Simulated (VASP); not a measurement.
Co, 2 atoms in the cell. The structure is trigonal, space group P-3m1 (No. 164). Conventional cell: a = 2.487 Å, b = 2.487 Å, c = 4.063 Å, α = 90.00°, β = 90.00°, γ = 120.00°. Co (site symmetry 3m) has 12 Co at 2.42 to 2.55 Å within 3.2 Å. 

```yaml
Program: VASP 6.6.1
Task: single point
Functional: PBEsol
Potentials_or_basis: VASP PAW PBE potentials, release 64 (Co)
Cutoff: 520 eV
k_mesh: 6 × 6 × 3
Occupations: fermi-dirac, width 0.05 eV
Spin: collinear spin, ferromagnetic start
Starting_moments: "[2.5, 2.5] μB"
Dipole_correction: no
Further_INCAR_settings: ALGO = Normal; EDIFF = 1e-06; NBANDS = 20
```

Potentials or basis: VASP PAW PBE potentials, release 64 (Co).

Command:

```console
$ cat potpaw_PBE.64/Co/POTCAR > POTCAR
$ mpirun -np 1 vasp_std > vasp.out
```

Hardware: 1 thread of Intel Xeon 6975P-C, with other jobs on the host.

Task: How long does it take, and how much memory?

Result: It took 43 s on 1 thread of Intel Xeon 6975P-C, on a shared host, peak memory 0.14 GiB. Counts: scf iterations 14, k points 17.
